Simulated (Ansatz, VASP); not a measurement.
One calculation of BeS, two programs

```
Be S
1.0
     3.49644    0.00000    0.00000
    -1.74822    3.02800    0.00000
     0.00000    0.00000    7.06167
Be S
2 2
Direct
  0.33333 0.66667 0.25000
  0.66667 0.33333 0.75000
  0.66667 0.33333 0.25000
  0.33333 0.66667 0.75000
```

Alike in both runs: task single point; functional r2SCAN; k mesh 9 × 9 × 4; no spin polarisation.

|  | VASP | Ansatz |
| --- | --- | --- |
| version | VASP 6.6.1 | Ansatz 0.2.0 |
| potentials or method | VASP PAW PBE potentials, release 64 (Be, S) | plane waves, PAW |
| plane-wave cutoff (eV) | 520 | 500 |
| occupations | gaussian, width 0.01 eV | fixed |
| valence electrons in the cell | 16 | 16 |

|  | VASP | Ansatz | Ansatz less VASP |
| --- | --- | --- | --- |
| gap on the k mesh at the Fermi level (eV) | 4.56 | 4.55 | -0.015 |
| pressure (GPa) | -2.2 | -2.1 | +0.07 |
| traceless stress, the component that is largest in VASP (GPa) | 1.85 | 1.81 | -0.033 |

VASP's potentials were made for PBE, not for r2SCAN.
